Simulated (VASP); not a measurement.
## InAs: single point with LDA

Crystal: InAs.

```
In As
1.0
     0.00000    3.01324    3.01324
     3.01324    0.00000    3.01324
     3.01324    3.01324    0.00000
In As
1 1
Direct
  0.25000 0.25000 0.25000
  0.00000 0.00000 0.00000
```

```yaml
Program: VASP 6.6.1
Task: single point
Functional: LDA
Potentials_or_basis: VASP PAW LDA potentials, release 64 (In_d, As)
Cutoff: 520 eV
k_mesh: 16 × 16 × 16
Occupations: fermi-dirac, width 0.15 eV
Spin: no spin polarisation
Dipole_correction: no
Further_INCAR_settings: ALGO = Normal; EDIFF = 1e-06; NBANDS = 16
```

The pressure is 0.1 GPa. The band gap on the k mesh is zero (filled and empty bands touch).

Levels at points of the mesh, in eV from the Fermi level:
| k point | band 7 | band 8 | band 9 | band 10 | band 11 | band 12 |
| --- | --- | --- | --- | --- | --- | --- |
| (0.00, 0.00, 0.00) | -0.72 | -0.38 | -0.38 | -0.38 | 3.45 | 3.45 |
| (0.50, 0.00, 0.00) | -6.26 | -1.39 | -1.39 | 0.45 | 4.24 | 4.24 |
| (0.50, 0.50, 0.00) | -6.34 | -2.76 | -2.76 | 1.03 | 1.58 | 8.69 |

It took 2.5 min on 1 thread of AMD EPYC 7R13, with other jobs on the host, peak memory 0.22 GiB.

Caveat: semilocal functionals underestimate gaps, and a narrow one can read as zero; spin-orbit coupling is left out, which moves the levels of the heavy elements.
